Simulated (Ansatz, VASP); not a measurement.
## PtS2 in VASP and in Ansatz

INCAR

```
PREC = Accurate
ENCUT = 520
EDIFF = 1E-7
ISMEAR = 0
SIGMA = 0.05
LREAL = F
LASPH = T
NELM = 100
ALGO = Normal
ISIF = 2
LWAVE = F
LCHARG = F
LDIPOL = T
IDIPOL = 3
DIPOL = 0.5 0.5 0.376
GGA = PE
IVDW = 12
NBANDS = 31
```

File KPOINTS:

```
Automatic mesh
0
Gamma
  9 9 1
```

POSCAR

```
PtS2
1.0
    3.5415278079      0.0000000000      0.0000000000
   -1.7707639039      3.0670530498      0.0000000000
    0.0000000000      0.0000000000     22.4670615492
S Pt
4 2
Direct
    0.6666666667      0.3333333333      0.2002932155
    0.3333333333      0.6666666667      0.3108341854
    0.5000000000      0.6666666667      0.4416924195
    0.1666666667      1.0000000000      0.5522333894
    0.0000000000      0.0000000000      0.2555637004
   -0.1666666667      0.3333333333      0.4969629044
```

Input for Ansatz:

```yaml
crystal:
  lattice:
    - [3.5415278079, 0.0, 0.0]
    - [-1.7707639039, 3.0670530498, 0.0]
    - [0.0, 0.0, 22.4670615492]
  atoms:
    - { symbol: S, position: [0.6666666667, 0.3333333333, 0.2002932155] }
    - { symbol: Pt, position: [0.0, 0.0, 0.2555637004] }
    - { symbol: S, position: [0.3333333333, 0.6666666667, 0.3108341854] }
    - { symbol: S, position: [0.5, 0.6666666667, 0.4416924195] }
    - { symbol: Pt, position: [-0.1666666667, 0.3333333333, 0.4969629044] }
    - { symbol: S, position: [0.1666666667, 1.0, 0.5522333894] }
basis:
  ecutwfc: 420
kpoints:
  mp_grid: { grid: [9, 9, 1] }
hamiltonian:
  xc: pbe
  pseudopotentials: { kind: paw, azcp: { folder: soft_1 } }
  dispersion: d3bj
scf:
  occupations: { method: gaussian, width: 0.05 }
output:
  forces: true
  eigenvalues: true
efield:
  axis: 3
  dipole_correction: true
  ramp_width: 0.04
```

Alike in both runs: task single point; functional PBE; dispersion D3(BJ); k mesh 9 × 9 × 1; occupations gaussian, width 0.05 eV; no spin polarisation.

|  | VASP | Ansatz |
| --- | --- | --- |
| version | VASP 6.6.1 | Ansatz 0.2.0 |
| potentials or method | VASP PAW PBE potentials, release 64 (S, Pt), cutoff 520 eV | scalar-relativistic, plane waves, PAW |
| valence electrons in the cell | 44 | 60 |

VASP gave:

* gap on the k mesh at the Fermi level (eV): 0.90
* least direct gap on the mesh (eV): 1.07
* rms of the force components (eV/Å): 0.156

Task: What did Ansatz give for the same quantities?

Result: gap on the k mesh at the Fermi level (eV): 0.89; least direct gap on the mesh (eV): 1.06; rms of the force components (eV/Å): 0.144.

VASP's potentials hold 44 valence electrons a cell and Ansatz's 60, so a difference there can come from the potentials and not from the codes.

Spin-orbit coupling is off throughout.
